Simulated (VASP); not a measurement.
# Zn (P6_3/mmc) in VASP: notebook

The runs below take Zn through single point, with PBE.

Everything below comes from runs of VASP 6.6.1. Logs are shortened: lines on timing, memory, paths and dates and some standing lists are left out, and cuts for length are marked.

### Step 1. The cell of the first run

Symmetry: P6_3/mmc, No. 194, hexagonal system. The conventional cell has a = 2.558 Å, b = 2.558 Å, c = 4.947 Å, α = 90.00°, β = 90.00°, γ = 120.00°. Within 3.4 Å of Zn (site symmetry -6m2) lie 12 Zn at 2.56 to 2.88 Å.

### Step 2. Single point, PBE (strain -0.040 along x and y, +0.000 along z)

The input, INCAR:

```
  PREC = Accurate
  ENCUT = 520
  EDIFF = 1E-7
  ISMEAR = 0
  SIGMA = 0.15
  LREAL = F
  LASPH = T
  NELM = 80
  ALGO = Fast
  ISIF = 2
  LWAVE = F
  LCHARG = F
  GGA = PE
  NBANDS = 19
```

The input, KPOINTS:

```
Automatic mesh
0
Gamma
  24 24 10
```

The input, POSCAR:

```
Zn
1.0
    2.5582061311      0.0000000000      0.0000000000
   -1.2791030655      2.2154714976      0.0000000000
    0.0000000000      0.0000000000      4.9467000000
Zn
2
Direct
    0.3333333333      0.6666666667      0.2500000000
    0.6666666667      0.3333333333      0.7500000000
```

Potentials or basis: VASP PAW PBE potentials, release 64 (Zn).

Run with:

```
> cat potpaw_PBE.64/Zn/POTCAR > POTCAR
> mpirun -np 1 vasp_std > vasp.out
```

OUTCAR:

```text
PREC = Accurate
   ENCUT = 520
   EDIFF = 1E-7
   ISMEAR = 0
   LREAL = F
   LASPH = T
   NELM = 80
   ISIF = 2
   GGA = PE

 ion  position               nearest neighbor table
   1  0.333  0.667  0.250-   2 2.88   2 2.88   2 2.88   2 2.88   2 2.88   2 2.88
   2  0.667  0.333  0.750-   1 2.88   1 2.88   1 2.88   1 2.88   1 2.88   1 2.88

  LATTYP: Found a hexagonal cell.
 ALAT       =     2.5582061311
 C/A-ratio  =     1.9336596609

  Lattice vectors:

 A1 = (   2.5582061311,   0.0000000000,   0.0000000000)
 A2 = (  -1.2791030655,   2.2154714976,   0.0000000000)
 A3 = (   0.0000000000,   0.0000000000,   4.9467000000)

Analysis of symmetry for initial positions (statically):
=====================================================================
 Subroutine PRICEL returns:
 Original cell was already a primitive cell.

 Routine SETGRP: Setting up the symmetry group for a
 hexagonal supercell.

 Subroutine GETGRP returns: Found 24 space group operations
 (whereof 12 operations were pure point group operations)
 out of a pool of 24 trial point group operations.

The static configuration has the point symmetry D_3d.
 The point group associated with its full space group is D_6h.

Analysis of symmetry for dynamics (positions and initial velocities):
=====================================================================
 Subroutine PRICEL returns:
 Original cell was already a primitive cell.

 Routine SETGRP: Setting up the symmetry group for a
 hexagonal supercell.

 Subroutine GETGRP returns: Found 24 space group operations
 (whereof 12 operations were pure point group operations)
 out of a pool of 24 trial point group operations.

The dynamic configuration has the point symmetry D_3d.
 The point group associated with its full space group is D_6h.

 Subroutine INISYM returns: Found 24 space group operations
 (whereof 12 operations are pure point group operations),
 and found     1 'primitive' translations

----------------------------------------------------------------------------------------

                                     Primitive cell

  volume of cell :      28.0361

  direct lattice vectors                    reciprocal lattice vectors
     2.558206131  0.000000000  0.000000000     0.390898915  0.225685594  0.000000000
    -1.279103065  2.215471498  0.000000000     0.000000000  0.451371187  0.000000000
     0.000000000  0.000000000  4.946700000     0.000000000  0.000000000  0.202154972

  length of vectors
     2.558206131  2.558206131  4.946700000     0.451371187  0.451371187  0.202154972

  position of ions in fractional coordinates (direct lattice)
     0.333333333  0.666666667  0.250000000
     0.666666667  0.333333333  0.750000000

  ion indices of the primitive-cell ions
   primitive index   ion index
                 1           1
                 2           2

----------------------------------------------------------------------------------------

 KPOINTS: Automatic mesh

Automatic generation of k-mesh.
 Grid dimensions read from file:
 generate k-points for:   24   24   10

 Generating k-lattice:

  Cartesian coordinates                     Fractional coordinates (reciprocal lattice)
     0.016287455  0.009403566  0.000000000     0.041666667  0.000000000  0.000000000
     0.000000000  0.018807133  0.000000000     0.000000000  0.041666667  0.000000000
     0.000000000  0.000000000  0.020215497     0.000000000  0.000000000  0.100000000

  Length of vectors
     0.018807133  0.018807133  0.020215497

  Shift w.r.t. Gamma in fractional coordinates (k-lattice)
     0.000000000  0.000000000  0.000000000

 Subroutine IBZKPT returns following result:
 ===========================================

 Found    366 irreducible k-points:

 Following reciprocal coordinates:
            Coordinates               Weight
  0.000000  0.000000  0.000000      1.000000
  0.041667  0.000000  0.000000      6.000000
  0.083333 -0.000000  0.000000      6.000000
  0.125000 -0.000000  0.000000      6.000000
  0.166667 -0.000000  0.000000      6.000000
  0.208333 -0.000000  0.000000      6.000000
[... 16 lines left out ...]
  0.416667  0.041667  0.000000     12.000000
  0.458333  0.041667  0.000000     12.000000
 [... further k-points ...]
   k-points           NKPTS =    366   k-points in BZ     NKDIM =    366   number of bands    NBANDS=     19
   number of dos      NEDOS =    301   number of ions     NIONS =      2
   total plane-waves  NPLWV =  16000
   dimension x,y,z NGX =    20 NGY =   20 NGZ =   40
   dimension x,y,z NGXF=    40 NGYF=   40 NGZF=   80
   ions per type =               2
   NGX,Y,Z   is equivalent  to a cutoff of  13.00, 13.00, 13.44 a.u.
   NGXF,Y,Z  is equivalent  to a cutoff of  25.99, 25.99, 26.89 a.u.
 SYSTEM =  unknown system
   PREC   = accura    normal or accurate (medium, high low for compatibility)
   ISTART =      0    job   : 0-new  1-cont  2-samecut
   ICHARG =      2    charge: 1-file 2-atom 10-const
   ISPIN  =      1    spin polarized calculation?
   LNONCOLLINEAR =      F non collinear calculations
   LSORBIT =      F    spin-orbit coupling
   LASPH  =      T    aspherical Exc in radial PAW
   ENCUT  =  520.0 eV  38.22 Ry    6.18 a.u.   4.76  4.76  9.20*2*pi/ulx,y,z
   NELM   =     80;   NELMIN=  2; NELMDL= -5     # of ELM steps
   EDIFF  = 0.1E-06   stopping-criterion for ELM
   LREAL  =      F    real-space projection
   EDIFFG = 0.1E-05   stopping-criterion for IOM
   NSW    =      0    number of steps for IOM
   IBRION =     -1    ionic relax: 0-MD 1-quasi-New 2-CG
   NFREE  =      0    steps in history (QN), initial steepest desc. (CG)
   ISIF   =      2    stress and relaxation
   ISYM   =      2    0-nonsym 1-usesym 2-fastsym
   POTIM  = 0.5000    time-step for ionic-motion
   TEBEG  =    0.0;   TEEND  =   0.0 temperature during run
   PSTRESS=    0.0 pullay stress
   NELECT =      24.0000    total number of electrons
   NUPDOWN=      -1.0000    fix difference up-down
   EMIN   =  10.00;   EMAX   =-10.00  energy-range for DOS
   EFERMI =   0.00;   METHOD = LEGACY
   ISMEAR =     0;   SIGMA  =   0.15  broadening in eV -4-tet -1-fermi 0-gaus
   EFERMI_NEDOS =   21; number of points for ismear=-14 and -15
   IALGO  =     68    algorithm
   IMIX   =      4    mixing-type and parameters
     AMIX     =   0.40;   BMIX     =  1.00
     AMIX_MAG =   1.60;   BMIX_MAG =  1.00
  volume/ion in A,a.u.               =      14.02        94.60
  Fermi-wavevector in a.u.,A,eV,Ry     =   1.554436  2.937458 32.875363  2.416271
  Thomas-Fermi vector in A             =   2.658522
   LORBIT       =      0    0 simple, 1 ext, 2 COOP (PROOUT), +10 PAW based schemes
   GGA     = PE    functional components
   LHFCALC =     F    Hartree Fock is set to
   AEXX    =    0.0000 exact exchange contribution
   IVDW    =     0    specifies the selected vdW correction
   LEPSILON=     F    determine dielectric tensor
   LRPA    =     F    only Hartree local field effects (RPA)
 non-spin polarized calculation
 RMM-DIIS sequential band-by-band and
 Gauss-broadening in eV      SIGMA  =   0.15
  energy-cutoff  :      520.00
  volume of cell :       28.04
 maximum number of plane-waves:       775
 NGX is ok and might be reduce to    20
   NGX =  9   NGY =  9   NGZ = 19

 number of electron      23.9999992 magnetization

 Free energy of the ion-electron system (eV)
  ---------------------------------------------------
  ext. energy  EPLUGINS =         0.00000000
  ---------------------------------------------------
  free energy    TOTEN  =        -2.15112576 eV

  energy without entropy =       -2.14782311  energy(sigma->0) =       -2.14947444

 E-fermi :   3.5874     XC(G=0): -11.9730

 val. band max:        3.5867153787   @ k =   0.3750   0.1250   0.0000
 cond. band min:       3.5933179443   @ k =   0.3333   0.2500   0.4000
 fundamental gap:      0.0066025656
 Fermi energy:         3.5874236678

 k-point     1 :       0.0000    0.0000    0.0000
  band No.  band energies     occupation
      1      -7.3692      2.00000
      2      -5.4008      2.00000
      3      -4.5464      2.00000
      4      -4.2228      2.00000
      5      -4.2228      2.00000
      6      -4.1747      2.00000
[... 11 lines left out ...]
     18      24.1744      0.00000
     19      24.7068      0.00000

 k-point     2 :       0.0417    0.0000    0.0000
  band No.  band energies     occupation
      1      -7.3127      2.00000
      2      -5.3718      2.00000
      3      -4.5385      2.00000
      4      -4.2306      2.00000
      5      -4.2079      2.00000
      6      -4.1824      2.00000
[... 11 lines left out ...]
     18      23.5248      0.00000
     19      25.4807      0.00000

 k-point     3 :       0.0833   -0.0000    0.0000
  band No.  band energies     occupation
      1      -7.1445      2.00000
      2      -5.2888      2.00000
      3      -4.5165      2.00000
      4      -4.2516      2.00000
      5      -4.2027      2.00000
      6      -4.1641      2.00000
[... 11 lines left out ...]
     18      22.8764      0.00000
     19      25.2801      0.00000

 k-point     4 :       0.1250   -0.0000    0.0000
  band No.  band energies     occupation
      1      -6.8686      2.00000
      2      -5.1646      2.00000
      3      -4.4871      2.00000
      4      -4.2801      2.00000
      5      -4.2226      2.00000
      6      -4.0936      2.00000
[... 407 lines left out ...]
     18      20.1814      0.00000
     19      20.3774      0.00000

 k-point    23 :       0.4167    0.0417    0.0000
  band No.  band energies     occupation
      1      -5.0899      2.00000
      2      -5.0071      2.00000
      3      -4.7753      2.00000
      4      -4.2617      2.00000
      5      -4.0571      2.00000
      6      -3.9880      2.00000
[... 11 lines left out ...]
     18      19.9200      0.00000
     19      20.2259      0.00000

 k-point    24 :       0.4583    0.0417    0.0000
  band No.  band energies     occupation
      1      -5.1059      2.00000
      2      -5.0213      2.00000
      3      -4.7973      2.00000
      4      -4.2804      2.00000
      5      -4.0316      2.00000
      6      -3.9970      2.00000
[... 11 lines left out ...]
     18      19.7830      0.00000
     19      20.1534      0.00000

 [... further k-points ...]

------------------------ aborting loop because EDIFF is reached ----------------------------------------

  FORCE on cell =-STRESS in cart. coord.  units (eV):
  Direction    XX          YY          ZZ          XY          YZ          ZX
  --------------------------------------------------------------------------------------
  -------------------------------------------------------------------------------------
  Total        1.8678041      1.8678041      0.9170956      0.0000000     -0.0000000      0.0000000
  in kB      106.7393669    106.7393669     52.4092453      0.0000000     -0.0000000      0.0000000
  external PRESSURE =      88.6293263 kB  Pullay stress =       0.0000000 kB

 VOLUME and BASIS-vectors are now :
 -----------------------------------------------------------------------------
  energy-cutoff  :      520.00
  volume of cell :       28.04
      direct lattice vectors                 reciprocal lattice vectors
     2.558206131  0.000000000  0.000000000     0.390898915  0.225685594  0.000000000
    -1.279103065  2.215471498  0.000000000     0.000000000  0.451371187  0.000000000
     0.000000000  0.000000000  4.946700000     0.000000000  0.000000000  0.202154972

 POSITION                                       TOTAL-FORCE (eV/Angst)
 -----------------------------------------------------------------------------------
     -0.00000      1.47698      1.23667         0.000000      0.000000      0.000000
      1.27910      0.73849      3.71002        -0.000000     -0.000000     -0.000000
 -----------------------------------------------------------------------------------
    total drift:                                0.000000     -0.000000      0.000000

  FREE ENERGIE OF THE ION-ELECTRON SYSTEM (eV)
  ---------------------------------------------------
  free  energy   TOTEN  =        -2.1511257649 eV

  energy  without entropy=       -2.1478231119  energy(sigma->0) =       -2.14947444
```

Wall time 76 s (1 thread of Intel Xeon 6975P-C (Granite Rapids), shared host); peak memory 0.26 GiB.

What came out:

```yaml
Free_energy: -2.1511 eV
Pressure: 8.9 GPa
Band_gap_on_the_k_mesh: zero (band 12 reaches 5.31 eV, above the bottom of band 13 at 0.27 eV)
```

Levels at points of the mesh, in eV from the Fermi level:
```
           k point  band 8  band 9  band 10  band 11  band 12  band 13  band 14  band 15  band 16  band 17
(0.00, 0.00, 0.00)   -7.31   -7.31    -7.11    -7.11    -4.12    -3.32    13.09    17.08    19.57    19.57
(0.50, 0.00, 0.00)   -7.15   -6.87    -6.85    -2.83    -1.89     2.73     3.78     4.54     5.98    11.43
(0.00, 0.00, 0.50)   -7.80   -7.20    -7.20    -7.20    -7.20     4.19     4.19    20.89    20.89    20.89
(0.50, 0.00, 0.50)   -7.17   -6.86    -6.86    -1.93    -1.93     0.61     0.61    10.28    10.28    13.25
```

Caveat: the cell differs from its parent crystal (strain -0.040 along x and y, +0.000 along z).

### Step 3. Single point, PBE (strain +0.000 along x and y, -0.040 along z)

The input, INCAR:

```
PREC     = Accurate       # precision mode
ENCUT    = 520            # plane-wave cutoff, eV
EDIFF    = 1E-7           # SCF threshold, eV
ISMEAR   = 0              # smearing method
SIGMA    = 0.15           # smearing width, eV
LREAL    = F              # projectors in reciprocal space
LASPH    = T              # aspherical terms in the spheres
NELM     = 60             # most SCF steps
ALGO     = Fast           # electronic algorithm
ISIF     = 2              # what is computed and relaxed
LWAVE    = F              # write WAVECAR
LCHARG   = T              # write CHGCAR
GGA      = PE             # functional
LELF     = T              # ELF
LVHAR    = T            
NBANDS   = 19             # bands
```

KPOINTS is that of step 2.

The input, POSCAR:

```
Zn
1.0
    2.6647980532      0.0000000000      0.0000000000
   -1.3323990266      2.3077828100      0.0000000000
    0.0000000000      0.0000000000      4.7488320000
Zn
2
Direct
    0.3333333333      0.6666666667      0.2500000000
    0.6666666667      0.3333333333      0.7500000000
```

Potentials or basis: VASP PAW PBE potentials, release 64 (Zn).

Run with:

```
> cat potpaw_PBE.64/Zn/POTCAR > POTCAR
> mpirun -np 1 vasp_std > vasp.out
```

OUTCAR:

```text
PREC = Accurate
   ENCUT = 520
   EDIFF = 1E-7
   ISMEAR = 0
   LREAL = F
   LASPH = T
   NELM = 60
   ISIF = 2
   GGA = PE

 ion  position               nearest neighbor table
   1  0.333  0.667  0.250-   2 2.83   2 2.83   2 2.83   2 2.83   2 2.83   2 2.83
   2  0.667  0.333  0.750-   1 2.83   1 2.83   1 2.83   1 2.83   1 2.83   1 2.83

  LATTYP: Found a hexagonal cell.
 ALAT       =     2.6647980532
 C/A-ratio  =     1.7820607435

  Lattice vectors:

 A1 = (   2.6647980532,   0.0000000000,   0.0000000000)
 A2 = (  -1.3323990266,   2.3077828100,   0.0000000000)
 A3 = (   0.0000000000,   0.0000000000,   4.7488320000)

Analysis of symmetry for initial positions (statically):
=====================================================================
 Subroutine PRICEL returns:
 Original cell was already a primitive cell.

 Routine SETGRP: Setting up the symmetry group for a
 hexagonal supercell.

 Subroutine GETGRP returns: Found 24 space group operations
 (whereof 12 operations were pure point group operations)
 out of a pool of 24 trial point group operations.
[... 156 lines left out ...]

 number of electron      24.0000010 magnetization

 Free energy of the ion-electron system (eV)
  ---------------------------------------------------
  ext. energy  EPLUGINS =         0.00000000
  ---------------------------------------------------
  free energy    TOTEN  =        -2.20012824 eV

  energy without entropy =       -2.19422248  energy(sigma->0) =       -2.19717536

 E-fermi :   3.5085     XC(G=0): -11.7745

 val. band max:        3.5009617274   @ k =   0.3333   0.2917   0.5000
 cond. band min:       3.5342040434   @ k =   0.3333   0.2083   0.2000
 fundamental gap:      0.0332423159
 Fermi energy:         3.5085142997

 k-point     1 :       0.0000    0.0000    0.0000
  band No.  band energies     occupation
      1      -7.3123      2.00000
      2      -5.3029      2.00000
      3      -4.5526      2.00000
      4      -4.3616      2.00000
      5      -4.3616      2.00000
      6      -4.2961      2.00000
[... 505 lines left out ...]
      6      -4.2139      2.00000
[... 11 lines left out ...]
     18      18.1708      0.00000
     19      18.7348      0.00000

 [... further k-points ...]
[... 5 lines left out ...]
  --------------------------------------------------------------------------------------
  -------------------------------------------------------------------------------------
  Total        0.4485808      0.4485808      0.5406419     -0.0000000      0.0000000      0.0000000
  in kB       24.6096376     24.6096376     29.6602105     -0.0000000      0.0000000      0.0000000
  external PRESSURE =      26.2931619 kB  Pullay stress =       0.0000000 kB

 VOLUME and BASIS-vectors are now :
 -----------------------------------------------------------------------------
  energy-cutoff  :      520.00
  volume of cell :       29.20
      direct lattice vectors                 reciprocal lattice vectors
     2.664798053  0.000000000  0.000000000     0.375262958  0.216658170  0.000000000
    -1.332399027  2.307782810  0.000000000     0.000000000  0.433316340  0.000000000
     0.000000000  0.000000000  4.748832000     0.000000000  0.000000000  0.210578096

 POSITION                                       TOTAL-FORCE (eV/Angst)
 -----------------------------------------------------------------------------------
     -0.00000      1.53852      1.18721         0.000000     -0.000000      0.000000
      1.33240      0.76926      3.56162        -0.000000      0.000000      0.000000
 -----------------------------------------------------------------------------------
    total drift:                               -0.000000      0.000000      0.000000

  FREE ENERGIE OF THE ION-ELECTRON SYSTEM (eV)
  ---------------------------------------------------
  free  energy   TOTEN  =        -2.2001282383 eV

  energy  without entropy=       -2.1942224764  energy(sigma->0) =       -2.19717536
```

stdout:

```text
POSCAR found type information on POSCAR Zn
 POSCAR found :  1 types and       2 ions
 scaLAPACK will be used
 LDA part: xc-table for (Slater+PW92), standard interpolation
 POSCAR, INCAR and KPOINTS ok, starting setup
 FFT: planning ... GRIDC
 FFT: planning ... GRID_SOFT
 FFT: planning ... GRID
 WAVECAR not read
 entering main loop
WARNING in EDDRMM: call to ZHEGV failed, returncode =   8  4     14
WARNING in EDDRMM: call to ZHEGV failed, returncode =   8  4     16
WARNING in EDDRMM: call to ZHEGV failed, returncode =   6  3     18
WARNING in EDDRMM: call to ZHEGV failed, returncode =   6  3     16
WARNING in EDDRMM: call to ZHEGV failed, returncode =   8  4     18
WARNING in EDDRMM: call to ZHEGV failed, returncode =   8  4     17
WARNING in EDDRMM: call to ZHEGV failed, returncode =   8  4     16
 num prob  num prob  num prob  num prob  num prob WARNING in EDDRMM: call to ZHEGV failed, returncode =   8  4     18
 num prob RMM:  14    -0.220012823834E+01    0.63369E-08   -0.18101E-07  9075   0.579E-03
```

Run time: 68 s. Hardware: 1 thread of Intel Xeon 6975P-C (Granite Rapids), shared host; peak memory 0.26 GiB.

What came out:

```yaml
Free_energy: -2.2001 eV
Pressure: 2.6 GPa
Band_gap_on_the_k_mesh: zero (band 12 reaches 5.02 eV, above the bottom of band 13 at 0.89 eV)
```

Stress tensor (GPa, compression positive):
```
2.46 0.00 0.00
0.00 2.46 0.00
0.00 0.00 2.97
```

Caveat: the cell differs from its parent crystal (strain +0.000 along x and y, -0.040 along z).
